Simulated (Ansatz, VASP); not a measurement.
# YB3N4: VASP beside Ansatz

POSCAR

```
YB3N4
1.0
    2.7787805376      0.0000000000      0.0000000000
   -1.3893902688      2.4064945371      0.0000000000
    0.0000000000      0.0000000000      9.7696684450
B Y N
3 1 4
Direct
    0.3333333333      0.6666666667      0.0411040624
    0.3333333333      0.6666666667      0.4687435509
    0.6666666667      0.3333333333      0.2553585460
    0.6666666667      0.3333333333      0.7541964111
    0.3333333333      0.6666666667      0.2025456667
    0.3333333333      0.6666666667      0.6227463366
    0.6666666667      0.3333333333      0.4156455335
    0.6666666667      0.3333333333      0.9896598929
```

INCAR.step1

```
SYSTEM = YB3N4
PREC = Accurate ; ENCUT = 520
EDIFF = 1E-5 ; ISMEAR = 0
SIGMA = 0.01 ; LREAL = .False.
LASPH = .True. ; NELM = 100
ALGO = Normal ; ISIF = 2
LWAVE = .True. ; LCHARG = .False.
GGA = PE ; NBANDS = 30
KPAR = 4
```

File INCAR.step2:

```
SYSTEM = YB3N4
PREC = Accurate ; ENCUT = 520
EDIFF = 1E-6 ; ISMEAR = 0
SIGMA = 0.01 ; LREAL = .False.
LASPH = .True. ; NELM = 100
ALGO = Normal ; ISIF = 2
LWAVE = .False. ; LCHARG = .False.
GGA = PE ; LHFCALC = .True.
HFSCREEN = 0.2079 ; PRECFOCK = Fast
ISTART = 1 ; NBANDS = 30
KPAR = 4
```

Contents of KPOINTS:

```
Automatic mesh
0
Gamma
  6 6 2
  0 0 0
```

Input for Ansatz:

```yaml
crystal:
  lattice:
    - [2.7787805376, 0.0, 0.0]
    - [-1.3893902688, 2.4064945371, 0.0]
    - [0.0, 0.0, 9.769668445]
  atoms:
    - { symbol: B, position: [0.3333333333, 0.6666666667, 0.0411040624] }
    - { symbol: B, position: [0.3333333333, 0.6666666667, 0.4687435509] }
    - { symbol: B, position: [0.6666666667, 0.3333333333, 0.255358546] }
    - { symbol: "Y", position: [0.6666666667, 0.3333333333, 0.7541964111] }
    - { symbol: "N", position: [0.3333333333, 0.6666666667, 0.2025456667] }
    - { symbol: "N", position: [0.3333333333, 0.6666666667, 0.6227463366] }
    - { symbol: "N", position: [0.6666666667, 0.3333333333, 0.4156455335] }
    - { symbol: "N", position: [0.6666666667, 0.3333333333, 0.9896598929] }
kpoints:
  mp_grid: { grid: [6, 6, 2] }
  band_path:
    path:
      - [0.0, 0.0, 0.0]
      - [0.5, 0.0, 0.0]
      - [0.3333333333, 0.3333333333, 0.0]
      - [0.0, 0.0, 0.5]
      - [0.5, 0.0, 0.5]
      - [0.3333333333, 0.3333333333, 0.5]
      - [0.0, 0.5, 0.0]
      - [0.5, 0.0, 0.15]
    npoints: 1
hamiltonian:
  xc: hse06
scf:
  occupations: { method: fixed }
  n_extra_bands: 6
output:
  forces: true
  stress: true
  eigenvalues: true
  write_density: true
  write_potential: true
  elf: true
  volumetric_format: npy
```

Alike in both runs: task single point; functional HSE06; k mesh 6 × 6 × 2; no spin polarisation.

|  | VASP | Ansatz |
| --- | --- | --- |
| version | VASP 6.6.1 | Ansatz 0.2.0 |
| potentials or method | VASP PAW PBE potentials, release 64 (B, Y_sv, N) | plane waves, PAW |
| plane-wave cutoff (eV) | 520 | 420 |
| occupations | gaussian, width 0.01 eV | fixed |
| valence electrons in the cell | 40 | 40 |

```csv
,VASP,Ansatz,Ansatz less VASP
gap on the k mesh at the Fermi level (eV),1.22,1.20,-0.014
pressure (GPa),-3.1,-3.0,+0.12
"traceless stress, the component that is largest in VASP (GPa)",-1.60,-1.70,-0.100
rms of the force components (eV/Å),0.188,0.175,-0.0131
```

Atom by atom the forces differ by 0.017 eV/Å (rms over components). Ansatz's warnings: metallic iterate, stress exchange threshold loose, stress scf threshold loose.

The k mesh is coarse, so the values compare programs but aren't converged.
